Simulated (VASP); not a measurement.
# Se (Pm-3m) in VASP: further runs, part 2 of 2

VASP 6.6.1. Earlier steps stand in the parts before.

## 4. Electric field gradients, PBEsol

This run uses another cell than the first one, of 22.20 Å³/atom, 1.053 times its volume.

INCAR reads:

```
SYSTEM = Se
  ALGO = Normal
  EDIFF = 1E-8
  ENCUT = 520
  GGA = PS
  ISIF = 2
  ISMEAR = -1
  LASPH = .True.
  LCHARG = .False.
  LEFG = .True.
  LREAL = .False.
  LWAVE = .False.
  NBANDS = 9
  NELM = 60
  PREC = Accurate
  SIGMA = 0.03
```

KPOINTS reads:

```
k-points
0
Gamma
  12 12 12
  0 0 0
```

POSCAR reads:

```
Se
1.0
    2.8105630200      0.0000000000      0.0000000000
    0.0000000000      2.8105630200      0.0000000000
    0.0000000000      0.0000000000      2.8105630200
Se
1
Direct
    0.0000000000      0.0000000000      0.0000000000
```

Potentials or basis: VASP PAW PBE potentials, release 64 (Se).

Launch:

```sh
> cat potpaw_PBE.64/Se/POTCAR > POTCAR
> mpirun -np 1 vasp_std > vasp.out
```

OUTCAR:

```text
SYSTEM = Se
   EDIFF = 1E-8
   ENCUT = 520
   GGA = PS
   ISIF = 2
   ISMEAR = -1
   LASPH = .True.
   LREAL = .False.
   NELM = 60
   PREC = Accurate

 ion  position               nearest neighbor table
   1  0.000  0.000  0.000-

  LATTYP: Found a simple cubic cell.
 ALAT       =     2.8105630200

  Lattice vectors:

 A1 = (   2.8105630200,   0.0000000000,   0.0000000000)
 A2 = (   0.0000000000,   2.8105630200,   0.0000000000)
 A3 = (   0.0000000000,   0.0000000000,   2.8105630200)

Analysis of symmetry for initial positions (statically):
=====================================================================
 Subroutine PRICEL returns:
 Original cell was already a primitive cell.

 Routine SETGRP: Setting up the symmetry group for a
 simple cubic supercell.

 Subroutine GETGRP returns: Found 48 space group operations
 (whereof 48 operations were pure point group operations)
 out of a pool of 48 trial point group operations.

The static configuration has the point symmetry O_h .

Analysis of symmetry for dynamics (positions and initial velocities):
=====================================================================
 Subroutine PRICEL returns:
 Original cell was already a primitive cell.

 Routine SETGRP: Setting up the symmetry group for a
 simple cubic supercell.

 Subroutine GETGRP returns: Found 48 space group operations
 (whereof 48 operations were pure point group operations)
 out of a pool of 48 trial point group operations.

The dynamic configuration has the point symmetry O_h .

 Subroutine INISYM returns: Found 48 space group operations
 (whereof 48 operations are pure point group operations),
 and found     1 'primitive' translations
[... 145 lines left out ...]
 fundamental gap:      0.0534833606
 Fermi energy:         4.8105369017

 k-point     1 :       0.0000    0.0000    0.0000
  band No.  band energies     occupation
      1     -11.4154      2.00000
      2       6.2117      0.00000
      3       6.2117      0.00000
      4       6.2117      0.00000
      5      12.4970      0.00000
      6      12.4970      0.00000
      7      12.5397      0.00000
      8      27.1800      0.00000
      9      27.1800      0.00000
[... 265 lines left out ...]
 k-point    24 :       0.4167    0.3333    0.0000
  band No.  band energies     occupation
      1      -8.0924      2.00000
      2      -0.5468      2.00000
      3       1.1256      2.00000
      4       8.5059      0.00000
      5       9.5716      0.00000
      6      16.7823      0.00000
      7      20.1272      0.00000
      8      21.2742      0.00000
      9      21.7196      0.00000

 [... further k-points ...]
[... 5 lines left out ...]
  --------------------------------------------------------------------------------------
  -------------------------------------------------------------------------------------
  Total       -0.2541319     -0.2541319     -0.2541319      0.0000000      0.0000000     -0.0000000
  in kB      -18.3395970    -18.3395970    -18.3395970      0.0000000      0.0000000     -0.0000000
  external PRESSURE =     -18.3395970 kB  Pullay stress =       0.0000000 kB

 VOLUME and BASIS-vectors are now :
 -----------------------------------------------------------------------------
  energy-cutoff  :      520.00
  volume of cell :       22.20
      direct lattice vectors                 reciprocal lattice vectors
     2.810563020  0.000000000  0.000000000     0.355800597  0.000000000  0.000000000
     0.000000000  2.810563020  0.000000000     0.000000000  0.355800597  0.000000000
     0.000000000  0.000000000  2.810563020     0.000000000  0.000000000  0.355800597

 POSITION                                       TOTAL-FORCE (eV/Angst)
 -----------------------------------------------------------------------------------
      0.00000      0.00000      0.00000         0.000000      0.000000      0.000000
 -----------------------------------------------------------------------------------
    total drift:                               -0.000000      0.000000      0.000000

  FREE ENERGIE OF THE ION-ELECTRON SYSTEM (eV)
  ---------------------------------------------------
  free  energy   TOTEN  =        -3.7524660325 eV

  energy  without entropy=       -3.7505382596  energy(sigma->0) =       -3.75150215

 Electric field gradients (V/A^2)
---------------------------------------------------------------------
 ion       V_xx      V_yy      V_zz      V_xy      V_xz      V_yz
---------------------------------------------------------------------
   1      -0.000     0.000     0.000     0.000     0.000    -0.000
---------------------------------------------------------------------

 Electric field gradients after diagonalization (V/A^2)
 (convention: |V_zz| > |V_xx| > |V_yy|)
----------------------------------------------------------------------
 ion       V_xx      V_yy      V_zz     asymmetry (V_yy - V_xx)/ V_zz
----------------------------------------------------------------------
   1       0.000     0.000    -0.000       0.582
----------------------------------------------------------------------

           NMR quadrupolar parameters

 Cq : quadrupolar parameter    Cq=e*Q*V_zz/h
 eta: asymmetry parameters     (V_yy - V_xx)/ V_zz
 Q  : nuclear electric quadrupole moment in mb (millibarn)
----------------------------------------------------------------------
 ion       Cq(MHz)       eta       Q (mb)
----------------------------------------------------------------------
   1      -0.000       0.582       1.000
----------------------------------------------------------------------
```

OSZICAR:

```text
N       E                     dE             d eps       ncg     rms          rms(c)
DAV:   1     0.901763840133E+01    0.90176E+01   -0.28684E+03  1536   0.568E+02
DAV:   2    -0.341331675217E+01   -0.12431E+02   -0.11991E+02  1976   0.759E+01
DAV:   3    -0.375057337224E+01   -0.33726E+00   -0.33633E+00  1789   0.110E+01
DAV:   4    -0.375129497371E+01   -0.72160E-03   -0.72158E-03  2095   0.603E-01
DAV:   5    -0.375129556485E+01   -0.59113E-06   -0.59066E-06  1785   0.141E-02    0.388E+00
DAV:   6    -0.375191017669E+01   -0.61461E-03   -0.77570E-04  1787   0.173E-01    0.231E+00
DAV:   7    -0.375246382325E+01   -0.55365E-03   -0.14704E-03  1598   0.243E-01    0.460E-02
DAV:   8    -0.375246459591E+01   -0.77266E-06   -0.66468E-05  1689   0.466E-02    0.687E-03
DAV:   9    -0.375246583409E+01   -0.12382E-05   -0.16378E-06  1925   0.815E-03    0.376E-03
DAV:  10    -0.375246603697E+01   -0.20287E-06   -0.76583E-07  1610   0.459E-03    0.747E-04
DAV:  11    -0.375246603245E+01    0.45137E-08   -0.40466E-08  1739   0.108E-03
   1 F= -.37524660E+01 E0= -.37515021E+01  d E =-.192777E-02
```

stdout:

```text
POSCAR found type information on POSCAR Se
 POSCAR found :  1 types and       1 ions
 scaLAPACK will be used
 -----------------------------------------------------------------------------
|                                                                             |
|                                                                             |
|     You enforced a specific xc type in the INCAR file but a different       |
|     I HOPE YOU KNOW WHAT YOU ARE DOING!                                     |
|                                                                             |
 -----------------------------------------------------------------------------

 LDA part: xc-table for (Slater+PW92), standard interpolation
 POSCAR, INCAR and KPOINTS ok, starting setup
 FFT: planning ... GRIDC
 FFT: planning ... GRID_SOFT
 FFT: planning ... GRID
 WAVECAR not read
 entering main loop
ion   1
```

It took 6 s on 1 thread of Intel Xeon 6975P-C, shared host; peak memory 0.15 GiB.

What came out:

```
Free energy            : -3.7525 eV
Pressure               : -1.8 GPa
Band gap on the k mesh : zero (band 3 reaches 7.68 eV, above the bottom of band 4 at 1.41 eV)
```

Caveat: without QUAD_EFG the Cq values of the log hold for a quadrupole moment of 1 mb, not for the nuclei; the PAW data sets were made with another functional, which shifts forces and pressure a little.

## 5. Electric field gradients, PBEsol

This run uses another cell than the first one, of 22.20 Å³/atom, 1.053 times its volume.

INCAR reads:

```
  PREC = Accurate
  ENCUT = 520
  EDIFF = 1E-8
  ISMEAR = -1
  SIGMA = 0.03
  LREAL = F
  LASPH = T
  NELM = 80
  ALGO = Normal
  ISIF = 2
  LWAVE = F
  LCHARG = F
  GGA = PS
  LEFG = T
  NBANDS = 9
```

KPOINTS reads:

```
regular mesh
0
Gamma
  12 12 12
```

POSCAR is that of step 4.

Potentials or basis: VASP PAW PBE potentials, release 64 (Se).

Launch:

```sh
> cat potpaw_PBE.64/Se/POTCAR > POTCAR
> mpirun -np 1 vasp_std > vasp.out
```

OUTCAR:

```text
PREC = Accurate
   ENCUT = 520
   EDIFF = 1E-8
   ISMEAR = -1
   LREAL = F
   LASPH = T
   NELM = 80
   ISIF = 2
   GGA = PS

 ion  position               nearest neighbor table
   1  0.000  0.000  0.000-

  LATTYP: Found a simple cubic cell.
 ALAT       =     2.8105630200

  Lattice vectors:

 A1 = (   2.8105630200,   0.0000000000,   0.0000000000)
 A2 = (   0.0000000000,   2.8105630200,   0.0000000000)
 A3 = (   0.0000000000,   0.0000000000,   2.8105630200)

Analysis of symmetry for initial positions (statically):
[... 492 lines left out ...]

  FREE ENERGIE OF THE ION-ELECTRON SYSTEM (eV)
  ---------------------------------------------------
  free  energy   TOTEN  =        -3.7524660325 eV

  energy  without entropy=       -3.7505382596  energy(sigma->0) =       -3.75150215

 Electric field gradients (V/A^2)
---------------------------------------------------------------------
 ion       V_xx      V_yy      V_zz      V_xy      V_xz      V_yz
---------------------------------------------------------------------
   1      -0.000     0.000     0.000     0.000     0.000    -0.000
---------------------------------------------------------------------

 Electric field gradients after diagonalization (V/A^2)
 (convention: |V_zz| > |V_xx| > |V_yy|)
----------------------------------------------------------------------
 ion       V_xx      V_yy      V_zz     asymmetry (V_yy - V_xx)/ V_zz
----------------------------------------------------------------------
   1       0.000     0.000    -0.000       0.582
----------------------------------------------------------------------

           NMR quadrupolar parameters

 Cq : quadrupolar parameter    Cq=e*Q*V_zz/h
 eta: asymmetry parameters     (V_yy - V_xx)/ V_zz
 Q  : nuclear electric quadrupole moment in mb (millibarn)
----------------------------------------------------------------------
 ion       Cq(MHz)       eta       Q (mb)
----------------------------------------------------------------------
   1      -0.000       0.582       1.000
----------------------------------------------------------------------
```

Run time: 5.9 s. Hardware: 1 thread of Intel Xeon 6975P-C, shared host; peak memory 0.14 GiB.

What came out:

- Free energy: -3.7525 eV
- Pressure: -1.8 GPa
- Band gap on the k mesh: zero (band 3 reaches 7.68 eV, above the bottom of band 4 at 1.41 eV)

Levels at points of the mesh, in eV from the Fermi level:
```tsv
k point	band 1	band 2	band 3	band 4	band 5	band 6
(0.00, 0.00, 0.00)	-16.23	1.40	1.40	1.40	7.69	7.69
(0.50, 0.00, 0.00)	-14.09	-7.16	2.87	2.87	9.91	11.56
(0.50, 0.50, 0.00)	-11.96	-5.16	-5.16	2.68	4.20	13.47
(0.50, 0.50, 0.50)	-9.79	-3.40	-3.40	-3.40	5.68	5.68
```

Caveat: without QUAD_EFG the Cq values of the log hold for a quadrupole moment of 1 mb, not for the nuclei; the PAW data sets were made with another functional, which shifts forces and pressure a little.

## 6. Summary

```tsv
cell	gap on the mesh (eV)	pressure (GPa)
a = 2.763 Å, 1 atom	none	2.5
a = 2.787 Å, 1 atom	none	0.2
a = 2.811 Å, 1 atom	none	-1.8
```

Alike in all rows: task electric field gradients; level PBEsol; potentials or basis VASP PAW PBE potentials, release 64 (Se); no spin polarisation; k mesh 12 × 12 × 12; cutoff (eV) 520; smearing fermi-dirac 0.03 eV.

Caveats: the PAW data sets were made with another functional, which shifts forces and pressure a little.

Absolute energies hang on the potentials; compare differences alone.
